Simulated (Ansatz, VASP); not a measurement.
## CdS in VASP and in Ansatz

The input INCAR:

```
ALGO = Normal ; EDIFF = 1E-6
ENCUT = 520 ; ISIF = 2
ISMEAR = 0 ; LASPH = T
LCHARG = T ; LELF = T
LREAL = F ; LVHAR = T
LWAVE = F ; NBANDS = 16
NELM = 100 ; PREC = Accurate
SIGMA = 0.1
```

The input KPOINTS:

```
k-points
0
Gamma
  6 6 6
```

The input POSCAR:

```
CdS
1.0
    0.0000000000      2.9429534600      2.9429534600
    2.9429534600      0.0000000000      2.9429534600
    2.9429534600      2.9429534600      0.0000000000
Cd S
1 1
Direct
    0.0000000000      0.0000000000      0.0000000000
    0.7500000000      0.7500000000      0.7500000000
```

Input for Ansatz:

```yaml
crystal:
  lattice:
    - [0.0, 2.94295346, 2.94295346]
    - [2.94295346, 0.0, 2.94295346]
    - [2.94295346, 2.94295346, 0.0]
  atoms:
    - { symbol: Cd, position: [0.0, 0.0, 0.0] }
    - { symbol: S, position: [0.75, 0.75, 0.75] }
basis:
  ecutwfc: 600.0
kpoints:
  mp_grid: { grid: [6, 6, 6] }
hamiltonian:
  xc: lda
  pseudopotentials: { kind: paw, azcp: { folder: soft_1 } }
scf:
  occupations: { method: gaussian, width: 0.1 }
output:
  forces: true
  stress: true
  eigenvalues: true
```

Alike in both runs: task single point; functional LDA; k mesh 6 × 6 × 6; occupations gaussian, width 0.1 eV; no spin polarisation.

|  | VASP | Ansatz |
| --- | --- | --- |
| version | VASP 6.6.1 | Ansatz 0.2.0 |
| potentials or method | VASP PAW LDA potentials, release 64 (Cd, S), cutoff 520 eV | scalar-relativistic, plane waves, PAW |
| valence electrons in the cell | 18 | 26 |

Ansatz gave:

| Item | Value |
| --- | --- |
| gap on the k mesh at the Fermi level (eV) | 0.80 |
| least direct gap on the mesh (eV) | 0.80 |
| pressure (GPa) | -3.9 |

**Question.** Which values does VASP return?

**Answer.** gap on the k mesh at the Fermi level (eV): 0.83; least direct gap on the mesh (eV): 0.83; pressure (GPa): -3.5.

Ansatz warns that its potentials were made for another functional, while VASP's fit it. LDA's correlation is that of Perdew and Zunger in VASP and of Perdew and Wang (1992) in Ansatz. VASP's potentials hold 18 valence electrons a cell and Ansatz's 26, so a difference there can come from the potentials and not from the codes.
